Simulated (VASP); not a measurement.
Here is a VASP 6.6.1 calculation.

The input INCAR:

```
SYSTEM = LaBi2ClO4
ALGO = Fast
EDIFF = 1E-6
ENCUT = 520
ISIF = 2
ISMEAR = 0
LASPH = .True.
LCHARG = .False.
LREAL = .False.
LWAVE = .False.
NBANDS = 46
NELM = 100
PREC = Accurate
SIGMA = 0.02
```

The input KPOINTS:

```
k-points
0
Gamma
  8 8 4
  0 0 0
```

Contents of POSCAR:

```
LaBi2ClO4
1.0
    3.8981460239      0.0000000000      0.0000000000
    0.0000000000      3.8981460239      0.0000000000
    0.0000000000      0.0000000000      8.8720944393
La Bi Cl O
1 2 1 4
Direct
    0.0000000000      0.0000000000      0.0000000000
    0.5000000000      0.5000000000      0.2891266248
    0.5000000000      0.5000000000      0.7108733752
    0.0000000000      0.0000000000      0.5000000000
    0.0000000000      0.5000000000      0.1683285939
    0.0000000000      0.5000000000      0.8316714061
    0.5000000000      0.0000000000      0.1683285939
    0.5000000000      0.0000000000      0.8316714061
```

Potentials or basis: VASP PAW LDA potentials, release 64 (La, Bi_d, Cl, O).

Command:

```console
$ cat potpaw_LDA.64/La/POTCAR potpaw_LDA.64/Bi_d/POTCAR potpaw_LDA.64/Cl/POTCAR potpaw_LDA.64/O/POTCAR > POTCAR
$ mpirun -np 1 vasp_std > vasp.out
```

Problem. Estimate the band gap on the k mesh.

Solution. 1.11 eV (least direct gap 1.50 eV).

Problem. What does it give for the pressure?

Solution. 0.2 GPa.

Forces on the atoms (eV/Å):
```
La   0.000  0.000  0.000
Bi   0.000  0.000  0.096
Bi   0.000  0.000 -0.096
Cl   0.000  0.000  0.000
O    0.000  0.000 -0.039
O    0.000  0.000  0.039
O    0.000  0.000 -0.039
O    0.000  0.000  0.039
```

Caveat: spin-orbit coupling is left out, which moves the levels of the heavy elements. A k mesh can miss the band edges.
